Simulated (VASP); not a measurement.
A run of VASP 6.6.1:

The input POSCAR:

```
CdS
1.0
    0.0000000000      2.8770830059      2.8770830059
    2.8770830059      0.0000000000      2.8770830059
    2.8770830059      2.8770830059      0.0000000000
Cd S
1 1
Direct
    0.0000000000      0.0000000000      0.0000000000
    0.7500000000      0.7500000000      0.7500000000
```

Contents of INCAR.step1:

```
ALGO     = Normal         # electronic algorithm
EDIFF    = 1E-5           # SCF threshold, eV
ENCUT    = 520            # plane-wave cutoff, eV
GGA      = PE             # functional
ISIF     = 2              # what is computed and relaxed
ISMEAR   = -1             # smearing method
LASPH    = True           # aspherical terms in the spheres
LCHARG   = False          # write CHGCAR
LREAL    = False          # projectors in reciprocal space
LWAVE    = True           # write WAVECAR
NBANDS   = 16             # bands
NELM     = 60             # most SCF steps
PREC     = Accurate       # precision mode
SIGMA    = 0.05           # smearing width, eV
```

INCAR.step2

```
AEXX     = 0.25           # exact-exchange fraction
ALGO     = Normal         # electronic algorithm
EDIFF    = 1E-6           # SCF threshold, eV
ENCUT    = 520            # plane-wave cutoff, eV
ISIF     = 2              # what is computed and relaxed
ISMEAR   = -1             # smearing method
ISTART   = 1            
LASPH    = True           # aspherical terms in the spheres
LCHARG   = False          # write CHGCAR
LHFCALC  = True           # exact exchange
LMIXTAU  = True         
LREAL    = False          # projectors in reciprocal space
LWAVE    = False          # write WAVECAR
METAGGA  = R2SCAN         # meta-GGA
NBANDS   = 16             # bands
NELM     = 60             # most SCF steps
PREC     = Accurate       # precision mode
PRECFOCK = Normal       
SIGMA    = 0.05           # smearing width, eV
```

Contents of KPOINTS:

```
k-points
0
Gamma
  4 4 4
```

Potentials or basis: VASP PAW PBE potentials, release 64 (Cd, S).

The run is started by

```bash
$ cat potpaw_PBE.64/Cd/POTCAR potpaw_PBE.64/S/POTCAR > POTCAR
$ cp INCAR.step1 INCAR
$ mpirun -np 1 vasp_std > vasp.out
$ cp INCAR.step2 INCAR
$ mpirun -np 1 vasp_std > vasp.out
```

Hardware: 1 thread of Intel Xeon 8259CL, with other jobs on the host.

Q: Estimate the wall time of this run.

A: It took 7.6 min on 1 thread of Intel Xeon 8259CL (shared host), peak memory 0.19 GiB. Counts: k points 8.
